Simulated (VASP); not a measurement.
TaN, 2 atoms in the cell. Symmetry: I4mm, No. 107, tetragonal system. Conventional cell: a = 3.082 Å, b = 3.082 Å, c = 4.358 Å, α = 90.00°, β = 90.00°, γ = 90.00°. Within 2.8 Å of Ta (site symmetry 4mm) lie 6 N at 2.14 to 2.22 Å. N (site symmetry 4mm) has 6 Ta at 2.14 to 2.22 Å within 2.8 Å.  This cell differs from its parent crystal: all N atoms moved +0.037 Å, as atom 2 towards its neighbour atom 1 (Ta) at 2.179 Å.

```yaml
Program: VASP 6.6.1
Task: single point
Functional: r2SCAN
Potentials_or_basis: VASP PAW PBE potentials, release 64 (Ta_pv, N)
Cutoff: 520 eV
k_mesh: 18 × 18 × 18
Occupations: gaussian, width 0.15 eV
Spin: no spin polarisation
Dipole_correction: no
Further_INCAR_settings: ALGO = Normal; EDIFF = 1e-07; NBANDS = 15
```

Potentials or basis: VASP PAW PBE potentials, release 64 (Ta_pv, N).

Launch:

```bash
$ cat potpaw_PBE.64/Ta_pv/POTCAR potpaw_PBE.64/N/POTCAR > POTCAR
$ cp INCAR.step1 INCAR
$ mpirun -np 1 vasp_std > vasp.out
$ cp INCAR.step2 INCAR
$ mpirun -np 1 vasp_std > vasp.out
```

Hardware: 1 thread of Intel(R) Xeon(R) Platinum 8259CL CPU @ 2.50GHz (Skylake/Cascade Lake), on a shared host.

Problem. How long does it take, and how much memory?

Solution. Run time: 4.6 min on 1 thread of Intel(R) Xeon(R) Platinum 8259CL CPU @ 2.50GHz (Skylake/Cascade Lake) (shared host), peak memory 0.27 GiB. Counts: k points 480.
